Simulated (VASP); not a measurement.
Wanted: the native input for a VASP 6.6.1 run.

```
Task                   : single point
Functional             : PBE
Potentials or basis    : VASP PAW PBE potentials, release 64 (Pt, Mn_pv, Si, Te)
Cutoff                 : 520 eV
k mesh                 : 7 × 7 × 7
Occupations            : fermi-dirac, width 0.1 eV
Spin                   : no spin polarisation
Dipole correction      : no
Further INCAR settings : ALGO = Normal; EDIFF = 1e-06; NBANDS = 40
```

The structure of MnSiTe4Pt2 lies in POSCAR:

```
MnSiTe4Pt2
1.0
   -3.9597980000      3.9597980000      3.2827810000
    3.9597980000     -3.9597980000      3.2827810000
    3.9597980000      3.9597980000     -3.2827810000
Pt Mn Si Te
2 1 1 4
Direct
    0.5000000000      0.0000000000      0.5000000000
    0.0000000000      0.5000000000      0.5000000000
    0.5000000000      0.5000000000      0.0000000000
    0.0000000000      0.0000000000      0.0000000000
    0.4044800000      0.4044800000      0.3457600000
    0.5955200000      0.9412800000      0.0000000000
    0.0587200000      0.0587200000      0.6542400000
    0.9412800000      0.5955200000      0.0000000000
```

These files were run (other wordings do the same):

INCAR

```
PREC     = Accurate       # precision mode
ENCUT    = 520            # plane-wave cutoff, eV
EDIFF    = 1E-6           # SCF threshold, eV
ISMEAR   = -1             # smearing method
SIGMA    = 0.1            # smearing width, eV
LREAL    = F              # projectors in reciprocal space
LASPH    = T              # aspherical terms in the spheres
NELM     = 100            # most SCF steps
ALGO     = Normal         # electronic algorithm
ISIF     = 2              # what is computed and relaxed
LWAVE    = F              # write WAVECAR
LCHARG   = T              # write CHGCAR
GGA      = PE             # functional
LELF     = T              # ELF
LVHAR    = T            
NBANDS   = 40             # bands
```

KPOINTS

```
regular mesh
0
Gamma
  7 7 7
```

Potentials or basis: VASP PAW PBE potentials, release 64 (Pt, Mn_pv, Si, Te).

Run with:

```console
$ cat potpaw_PBE.64/Pt/POTCAR potpaw_PBE.64/Mn_pv/POTCAR potpaw_PBE.64/Si/POTCAR potpaw_PBE.64/Te/POTCAR > POTCAR
$ mpirun -np 1 vasp_std > vasp.out
```

It gave:

| Property | Result |
| --- | --- |
| Pressure | -4.8 GPa |
| Largest force | 1.243 eV/Å |
| Band gap on the k mesh | zero (an odd number of electrons rules out a gap without spin polarisation) |

Caveat: the cell stands under tension; spin-orbit coupling is left out, which moves the levels of the heavy elements; the run has no spin polarisation, though such a crystal can be magnetic; semilocal functionals often make such compounds metallic where correlation or magnetic order opens a gap, which also shifts bond lengths; forces of over 1 eV/Å act on the atoms, so gaps and moduli don't describe the material at rest.

It took 11 min on 1 thread of Intel Xeon 8259CL, with other jobs on the host, peak memory 0.55 GiB.
